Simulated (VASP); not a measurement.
Ca2C:

```
C Ca
1.0
     0.00000    3.12858    3.12858
     3.12858    0.00000    3.12858
     3.12858    3.12858    0.00000
C Ca
1 2
Direct
  0.00000 0.00000 0.00000
  0.25000 0.25000 0.25000
  0.75000 0.75000 0.75000
```

Program: VASP 6.6.1. Alike in all runs: task single point; potentials or basis VASP PAW PBE potentials, release 64 (C, Ca_sv); no spin polarisation; cell as given; cutoff (eV) 520; smearing gaussian 0.01 eV.

**Question.** Order these runs on this cell by their band gap on the k mesh, lowest first.
A. level r2SCAN50; k mesh 4 × 4 × 4; grid for exact exchange (PRECFOCK) Normal; share of exact exchange 0.5
B. level PBE-based screened hybrid with 40 % exact exchange; k mesh 4 × 4 × 4; grid for exact exchange (PRECFOCK) Normal; share of exact exchange 0.4; screening parameter 0.5 1/Å
C. level r2SCAN; k mesh 6 × 6 × 6

**Answer.** C (0.40 eV), B (0.62 eV), A (3.00 eV).

Caveats: some runs use coarse meshes; the structure was generated, so it needn't be the stable form of Ca2C; semilocal functionals underestimate gaps, and a narrow one can read as zero (at least some runs).

A k mesh can miss the band edges.
